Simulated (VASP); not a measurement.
**Hf4N2O: single point with r2SCAN**

Crystal: Hf4N2O.

```
CELL_PARAMETERS angstrom
3.17878 0.00000 0.00000
-1.58939 2.75291 0.00000
0.00000 0.00000 10.79582
ATOMIC_POSITIONS crystal
Hf 0.66667 0.33333 0.86290
Hf 0.66667 0.33333 0.38098
Hf 0.33333 0.66667 0.13710
Hf 0.33333 0.66667 0.61902
N 0.00000 0.00000 0.74258
N 0.00000 0.00000 0.25742
O 0.00000 0.00000 0.00000
```

- Program: VASP 6.6.1
- Task: single point
- Functional: r2SCAN
- Potentials or basis: VASP PAW PBE potentials, release 64 (Hf_pv, N, O)
- Cutoff: 520 eV
- k mesh: 12 × 12 × 4
- Occupations: gaussian, width 0.1 eV
- Spin: no spin polarisation
- Dipole correction: no
- Further INCAR settings: ALGO = Normal; EDIFF = 1e-06; NBANDS = 37

```yaml
Pressure: -5.5 GPa
Largest_force: 0.167 eV/Å
Band_gap_on_the_k_mesh: zero (bands 28 and 29 overlap by 0.87 eV)
```

Forces in eV/Å, atoms in the order of the input:
```
Hf   0.000  0.000  0.002
Hf   0.000  0.000 -0.167
Hf   0.000  0.000 -0.002
Hf   0.000  0.000  0.167
N    0.000  0.000 -0.063
N    0.000  0.000  0.063
O    0.000  0.000  0.000
```

Stress tensor (GPa, compression positive):
```
-5.94  0.00  0.00
 0.00 -5.94  0.00
 0.00  0.00 -4.75
```

Levels at points of the mesh, in eV from the Fermi level:
```csv
k point,band 24,band 25,band 26,band 27,band 28,band 29,band 30,band 31,band 32,band 33
"(0.00, 0.00, 0.00)",-4.72,-3.29,-0.60,-0.02,0.48,1.14,1.14,1.47,1.50,1.50
"(0.50, 0.00, 0.00)",-4.80,-2.81,-1.56,-1.05,-0.34,0.22,2.19,2.79,3.24,3.61
"(0.00, 0.00, 0.50)",-4.76,-2.67,-1.30,0.01,0.54,0.94,0.94,1.67,1.89,1.89
"(0.50, 0.00, 0.50)",-4.73,-2.45,-2.09,-0.97,-0.39,0.84,1.37,3.26,3.32,3.44
```

Run time: 16 min on 1 thread of Intel(R) Xeon(R) Platinum 8259CL CPU @ 2.50GHz (Skylake/Cascade Lake), with other jobs on the host, peak memory 0.35 GiB.

Caveat: the cell stands under tension; the PAW data sets were made with another functional, which shifts forces and pressure a little; spin-orbit coupling is left out, which moves the levels of the heavy elements.
